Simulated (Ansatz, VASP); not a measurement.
Hg in VASP and in Ansatz

```
Hg
1.0
     3.03353    0.00000    0.00000
     0.00000    3.03353    0.00000
     0.00000    0.00000    3.21735
Hg
1
Cartesian
  0.0000 0.0000 0.0000
```

Change from the starting cell: z stretched by +4 % at fixed volume, crystal datasets.

Alike in both runs: task electric field gradients; functional PBE; k mesh 12 × 12 × 12; occupations fermi-dirac, width 0.05 eV; no spin polarisation.

|  | VASP | Ansatz |
| --- | --- | --- |
| version | VASP 6.6.1 | Ansatz 0.2.0 |
| potentials or method | VASP PAW PBE potentials, release 64 (Hg), cutoff 520 eV | all-electron PAW with datasets made for the crystal, scalar-relativistic |

|  | VASP | Ansatz | Ansatz less VASP |
| --- | --- | --- | --- |
| pressure (GPa) | 0.5 | 0.3 | -0.21 |
| traceless stress, the component that is largest in VASP (GPa) | -0.85 | -0.75 | +0.096 |
| size of Vzz on the site where it differs most (V/Å²) | 72.1 | 59.9 | -12.19 |

Ansatz ran all-electron here, and VASP with PAW potentials.

Neither program's run includes spin-orbit coupling.
